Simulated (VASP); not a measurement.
# Be3TeSe2 (R-3m) in VASP: single point with PBE

Aim: the single point of Be3TeSe2 with PBE.

Program: VASP 6.6.1. These are calculated values, not measurements. Logs are shortened: lines on timing, memory, paths and dates and some standing lists are left out, and cuts for length are marked.

## (1) The cell of the first run

Symmetry: R-3m, No. 166, trigonal system. Conventional cell: a = 6.056 Å, b = 6.056 Å, c = 13.064 Å, α = 90.00°, β = 90.00°, γ = 120.00°. Be (site symmetry 2/m) has 2 Se at 2.18 Å and 2 Te at 2.79 Å within 2.9 Å. Within 3.7 Å of Te (site symmetry -3m) lie 6 Be at 2.79 Å and 8 Se at 3.48 to 3.61 Å. Within 2.9 Å of Se (site symmetry 3m) lie 3 Be at 2.18 Å.

## (2) Single point, PBE

Contents of INCAR:

```
PREC = Accurate
ENCUT = 600
EDIFF = 1E-6
ISMEAR = 0
SIGMA = 0.15
LREAL = False
LASPH = True
NELM = 120
ALGO = Normal
ISIF = 2
LWAVE = False
LCHARG = False
GGA = PE
NBANDS = 21
GGA_COMPAT = False
```

Contents of KPOINTS:

```
Automatic mesh
0
Gamma
  3 3 3
```

Contents of POSCAR:

```
Be3TeSe2
1.0
    3.0280446307      1.7482423808      4.3547598352
   -3.0280446307      1.7482423808      4.3547598352
    0.0000000000     -3.4964847672      4.3547598330
Be Te Se
3 1 2
Direct
    0.5000000000      0.5000000000      0.0000000000
    0.0000000000      0.5000000000      0.5000000000
    0.5000000000      0.0000000000      0.5000000000
    0.5000000000      0.5000000000      0.5000000000
    0.7660397507      0.7660397507      0.7660397507
    0.2339602493      0.2339602493      0.2339602493
```

Potentials or basis: VASP PAW PBE potentials, release 64 (Be, Te, Se).

On the command line:

```
cat potpaw_PBE.64/Be/POTCAR potpaw_PBE.64/Te/POTCAR potpaw_PBE.64/Se/POTCAR > POTCAR
mpirun -np 1 vasp_std > vasp.out
```

OUTCAR:

```text
PREC = Accurate
   ENCUT = 600
   EDIFF = 1E-6
   ISMEAR = 0
   LREAL = False
   LASPH = True
   NELM = 120
   ISIF = 2
   GGA = PE

 ion  position               nearest neighbor table
   1  0.500  0.500  0.000-   5 2.18   6 2.18   4 2.79   4 2.79
   2  0.000  0.500  0.500-   5 2.18   6 2.18   4 2.79   4 2.79
   3  0.500  0.000  0.500-   5 2.18   6 2.18   4 2.79   4 2.79
   4  0.500  0.500  0.500-   2 2.79   3 2.79   3 2.79   2 2.79   1 2.79   1 2.79
   5  0.766  0.766  0.766-   1 2.18   2 2.18   3 2.18
   6  0.234  0.234  0.234-   1 2.18   2 2.18   3 2.18

  LATTYP: Found a trigonal (rhomboedric) cell.
 ALAT       =     5.5847416171
 COS(alpha) =     0.4120392031

  Lattice vectors:

 A1 = (   3.0280446307,   1.7482423808,   4.3547598352)
 A2 = (  -3.0280446307,   1.7482423808,   4.3547598352)
 A3 = (   0.0000000000,  -3.4964847672,   4.3547598330)

Analysis of symmetry for initial positions (statically):
=====================================================================
 Subroutine PRICEL returns:
 Original cell was already a primitive cell.

 Routine SETGRP: Setting up the symmetry group for a
 trigonal (rhombohedral) supercell.

 Subroutine GETGRP returns: Found 12 space group operations
 (whereof 12 operations were pure point group operations)
 out of a pool of 12 trial point group operations.

The static configuration has the point symmetry D_3d.

Analysis of symmetry for dynamics (positions and initial velocities):
=====================================================================
 Subroutine PRICEL returns:
 Original cell was already a primitive cell.

 Routine SETGRP: Setting up the symmetry group for a
 trigonal (rhombohedral) supercell.

 Subroutine GETGRP returns: Found 12 space group operations
 (whereof 12 operations were pure point group operations)
 out of a pool of 12 trial point group operations.

The dynamic configuration has the point symmetry D_3d.

 Subroutine INISYM returns: Found 12 space group operations
 (whereof 12 operations are pure point group operations),
 and found     1 'primitive' translations

----------------------------------------------------------------------------------------

                                     Primitive cell

  volume of cell :     138.3182

  direct lattice vectors                    reciprocal lattice vectors
     3.028044631  1.748242381  4.354759835     0.165123062  0.095333844  0.076544596
    -3.028044631  1.748242381  4.354759835    -0.165123062  0.095333844  0.076544596
     0.000000000 -3.496484767  4.354759833     0.000000000 -0.190667688  0.076544596

  length of vectors
     5.584741617  5.584741617  5.584741617     0.205458615  0.205458615  0.205458615

  position of ions in fractional coordinates (direct lattice)
     0.500000000  0.500000000  1.000000000
     1.000000000  0.500000000  0.500000000
     0.500000000  1.000000000  0.500000000
     0.500000000  0.500000000  0.500000000
     0.766039751  0.766039751  0.766039751
     0.233960249  0.233960249  0.233960249

  ion indices of the primitive-cell ions
   primitive index   ion index
                 1           1
                 2           2
                 3           3
                 4           4
                 5           5
                 6           6

----------------------------------------------------------------------------------------

 KPOINTS: Automatic mesh

Automatic generation of k-mesh.
 Grid dimensions read from file:
 generate k-points for:    3    3    3

 Generating k-lattice:

  Cartesian coordinates                     Fractional coordinates (reciprocal lattice)
     0.055041021  0.031777948  0.025514865     0.333333333 -0.000000000 -0.000000000
    -0.055041021  0.031777948  0.025514865    -0.000000000  0.333333333 -0.000000000
     0.000000000 -0.063555896  0.025514865     0.000000000  0.000000000  0.333333333

  Length of vectors
     0.068486205  0.068486205  0.068486205

  Shift w.r.t. Gamma in fractional coordinates (k-lattice)
     0.000000000  0.000000000  0.000000000

 Subroutine IBZKPT returns following result:
 ===========================================

 Found      6 irreducible k-points:

 Following reciprocal coordinates:
            Coordinates               Weight
  0.000000  0.000000  0.000000      1.000000
  0.333333  0.000000  0.000000      6.000000
  0.333333  0.333333  0.000000      6.000000
 -0.333333  0.333333  0.000000      6.000000
  0.333333  0.333333  0.333333      2.000000
 -0.333333  0.333333  0.333333      6.000000
   k-points           NKPTS =      6   k-points in BZ     NKDIM =      6   number of bands    NBANDS=     21
   number of dos      NEDOS =    301   number of ions     NIONS =      6
   total plane-waves  NPLWV = 110592
   dimension x,y,z NGX =    48 NGY =   48 NGZ =   48
   dimension x,y,z NGXF=    96 NGYF=   96 NGZF=   96
   ions per type =               3   1   2
   NGX,Y,Z   is equivalent  to a cutoff of  14.29, 14.29, 14.29 a.u.
   NGXF,Y,Z  is equivalent  to a cutoff of  28.58, 28.58, 28.58 a.u.
 SYSTEM =  unknown system
   PREC   = accura    normal or accurate (medium, high low for compatibility)
   ISTART =      0    job   : 0-new  1-cont  2-samecut
   ICHARG =      2    charge: 1-file 2-atom 10-const
   ISPIN  =      1    spin polarized calculation?
   LNONCOLLINEAR =      F non collinear calculations
   LSORBIT =      F    spin-orbit coupling
   LASPH  =      T    aspherical Exc in radial PAW
   ENCUT  =  600.0 eV  44.10 Ry    6.64 a.u.  11.15 11.15 11.15*2*pi/ulx,y,z
   NELM   =    120;   NELMIN=  2; NELMDL= -5     # of ELM steps
   EDIFF  = 0.1E-05   stopping-criterion for ELM
   LREAL  =      F    real-space projection
   EDIFFG = 0.1E-04   stopping-criterion for IOM
   NSW    =      0    number of steps for IOM
   IBRION =     -1    ionic relax: 0-MD 1-quasi-New 2-CG
   NFREE  =      0    steps in history (QN), initial steepest desc. (CG)
   ISIF   =      2    stress and relaxation
   ISYM   =      2    0-nonsym 1-usesym 2-fastsym
   POTIM  = 0.5000    time-step for ionic-motion
   TEBEG  =    0.0;   TEEND  =   0.0 temperature during run
   PSTRESS=    0.0 pullay stress
   NELECT =      24.0000    total number of electrons
   NUPDOWN=      -1.0000    fix difference up-down
   EMIN   =  10.00;   EMAX   =-10.00  energy-range for DOS
   EFERMI =   0.00;   METHOD = LEGACY
   ISMEAR =     0;   SIGMA  =   0.15  broadening in eV -4-tet -1-fermi 0-gaus
   EFERMI_NEDOS =   21; number of points for ismear=-14 and -15
   IALGO  =     38    algorithm
   IMIX   =      4    mixing-type and parameters
     AMIX     =   0.40;   BMIX     =  1.00
     AMIX_MAG =   1.60;   BMIX_MAG =  1.00
  volume/ion in A,a.u.               =      23.05       155.57
  Fermi-wavevector in a.u.,A,eV,Ry     =   0.913101  1.725511 11.343903  0.833753
  Thomas-Fermi vector in A             =   2.037574
   LORBIT       =      0    0 simple, 1 ext, 2 COOP (PROOUT), +10 PAW based schemes
   GGA     = PE    functional components
   LHFCALC =     F    Hartree Fock is set to
   AEXX    =    0.0000 exact exchange contribution
   IVDW    =     0    specifies the selected vdW correction
   LEPSILON=     F    determine dielectric tensor
   LRPA    =     F    only Hartree local field effects (RPA)
 non-spin polarized calculation
 Gauss-broadening in eV      SIGMA  =   0.15
  energy-cutoff  :      600.00
  volume of cell :      138.32
 maximum number of plane-waves:      4624
 NGX is ok and might be reduce to    48
   NGX = 23   NGY = 23   NGZ = 23

 number of electron      24.0000000 magnetization

 Free energy of the ion-electron system (eV)
  ---------------------------------------------------
  ext. energy  EPLUGINS =         0.00000000
  ---------------------------------------------------
  free energy    TOTEN  =       -21.85161857 eV

  energy without entropy =      -21.85161857  energy(sigma->0) =      -21.85161857

 E-fermi :   3.3269     XC(G=0):  -8.3394

 val. band max:        2.6266018583   @ k =   0.3333   0.3333   0.0000
 cond. band min:       4.5485876808   @ k =  -0.3333   0.3333   0.0000
 fundamental gap:      1.9219858225
 Fermi energy:         3.3268720194

 k-point     1 :       0.0000    0.0000    0.0000
  band No.  band energies     occupation
      1     -10.7119      2.00000
      2     -10.0440      2.00000
      3      -6.8450      2.00000
      4      -1.5573      2.00000
      5      -1.2790      2.00000
      6      -1.2790      2.00000
[... 13 lines left out ...]
     20      10.4379      0.00000
     21      10.5669      0.00000

 k-point     2 :       0.3333    0.0000    0.0000
  band No.  band energies     occupation
      1     -10.5026      2.00000
      2     -10.1615      2.00000
      3      -7.1695      2.00000
      4      -1.9623      2.00000
      5      -1.5233      2.00000
      6      -1.3188      2.00000
[... 13 lines left out ...]
     20       9.2273      0.00000
     21       9.5591      0.00000

 k-point     3 :       0.3333    0.3333    0.0000
  band No.  band energies     occupation
      1     -10.4425      2.00000
      2     -10.1426      2.00000
      3      -7.3547      2.00000
      4      -2.2371      2.00000
      5      -2.1706      2.00000
      6      -1.1150      2.00000
[... 13 lines left out ...]
     20       8.7150      0.00000
     21       9.1792      0.00000

 k-point     4 :      -0.3333    0.3333    0.0000
  band No.  band energies     occupation
      1     -10.2992      2.00000
      2     -10.2588      2.00000
      3      -7.4477      2.00000
      4      -2.2000      2.00000
      5      -2.1422      2.00000
      6      -0.9981      2.00000
[... 13 lines left out ...]
     20       8.8880      0.00000
     21       9.1196      0.00000

 k-point     5 :       0.3333    0.3333    0.3333
  band No.  band energies     occupation
      1     -10.4492      2.00000
      2     -10.1327      2.00000
      3      -7.3317      2.00000
      4      -2.0021      2.00000
      5      -1.6295      2.00000
      6      -1.6295      2.00000
[... 13 lines left out ...]
     20       8.1594      0.00000
     21       9.5531      0.00000

 k-point     6 :      -0.3333    0.3333    0.3333
  band No.  band energies     occupation
      1     -10.2842      2.00000
      2     -10.2274      2.00000
      3      -7.5305      2.00000
      4      -2.4091      2.00000
      5      -2.0264      2.00000
      6      -1.3723      2.00000
[... 13 lines left out ...]
     20       8.6898      0.00000
     21       8.9824      0.00000

------------------------ aborting loop because EDIFF is reached ----------------------------------------

  FORCE on cell =-STRESS in cart. coord.  units (eV):
  Direction    XX          YY          ZZ          XY          YZ          ZX
  --------------------------------------------------------------------------------------
  -------------------------------------------------------------------------------------
  Total       -0.0583051     -0.0583051     -0.2389426      0.0000000      0.0000000      0.0000000
  in kB       -0.6753641     -0.6753641     -2.7677368      0.0000000      0.0000000      0.0000000
  external PRESSURE =      -1.3728216 kB  Pullay stress =       0.0000000 kB

 VOLUME and BASIS-vectors are now :
 -----------------------------------------------------------------------------
  energy-cutoff  :      600.00
  volume of cell :      138.32
      direct lattice vectors                 reciprocal lattice vectors
     3.028044631  1.748242381  4.354759835     0.165123062  0.095333844  0.076544596
    -3.028044631  1.748242381  4.354759835    -0.165123062  0.095333844  0.076544596
     0.000000000 -3.496484767  4.354759833     0.000000000 -0.190667688  0.076544596

 POSITION                                       TOTAL-FORCE (eV/Angst)
 -----------------------------------------------------------------------------------
      0.00000      1.74824      4.35476        -0.000000      0.000000     -0.000000
     -1.51402     -0.87412      4.35476         0.000000      0.000000      0.000000
      1.51402     -0.87412      4.35476         0.000000      0.000000      0.000000
      0.00000     -0.00000      6.53214         0.000000      0.000000      0.000000
      0.00000     -0.00000     10.00776        -0.000000     -0.000000      0.047718
      0.00000     -0.00000      3.05652        -0.000000      0.000000     -0.047718
 -----------------------------------------------------------------------------------
    total drift:                                0.000000      0.000000     -0.000000

  FREE ENERGIE OF THE ION-ELECTRON SYSTEM (eV)
  ---------------------------------------------------
  free  energy   TOTEN  =       -21.8516185706 eV

  energy  without entropy=      -21.8516185706  energy(sigma->0) =      -21.85161857
```

Run time: 35 s. Hardware: 1 thread of Intel Xeon Platinum 8488C (Sapphire Rapids), shared host; peak memory 0.31 GiB.

Results:

```
Free energy            : -21.8516 eV
Pressure               : -0.1 GPa
Largest force          : 0.048 eV/Å
Band gap on the k mesh : 1.92 eV, indirect (least direct gap 1.99 eV)
```

Forces on the atoms (eV/Å):
```
Be   0.000  0.000  0.000
Be   0.000  0.000  0.000
Be   0.000  0.000  0.000
Te   0.000  0.000  0.000
Se   0.000  0.000  0.048
Se   0.000  0.000 -0.048
```

Levels at points of the mesh, in eV from the valence-band top:
| k point | band 8 | band 9 | band 10 | band 11 | band 12 | band 13 | band 14 | band 15 | band 16 | band 17 |
| --- | --- | --- | --- | --- | --- | --- | --- | --- | --- | --- |
| (0.00, 0.00, 0.00) | -3.36 | -3.23 | -1.77 | -1.77 | -1.19 | 2.09 | 2.89 | 2.89 | 3.79 | 3.79 |

Caveat: the k points lie up to 0.43 Å⁻¹ apart; spin-orbit coupling is left out, which moves the levels of the heavy elements.
